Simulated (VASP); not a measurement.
Runs of VASP 6.6.1 on CaSe. The structure is that of space group Fm-3m (No. 225), or close to it. The cells are those of the table. 

| cell | gap on the mesh (eV) | pressure (GPa) |
| --- | --- | --- |
| a = 4.181, b = 4.181, c = 4.259 Å, angles 59.4, 59.4, 58.8°, 2 atoms | 1.81 | -0.9 |
| a = 4.180, b = 4.180, c = 4.207 Å, angles 59.8, 59.8, 59.6°, 2 atoms | (a) | -0.9 |
| a = 4.181, b = 4.181, c = 4.233 Å, angles 59.6, 59.6, 59.2°, 2 atoms | 1.85 | -0.9 |
| a = 4.181, b = 4.181, c = 4.076 Å, angles 60.8, 60.8, 61.7°, 2 atoms | 1.76 | -0.9 |

Alike in all rows: task single point; level PBEsol; potentials or basis VASP PAW PBE potentials, release 64 (Ca_sv, Se); no spin polarisation; k mesh 8 × 8 × 8; cutoff (eV) 520; smearing gaussian 0.05 eV.

Task: Estimate the missing entries.

Result: (a) 1.89.

Caveats: the PAW data sets were made with another functional, which shifts forces and pressure a little.

A k mesh can miss the band edges, and the runs leave out spin-orbit coupling on Se.
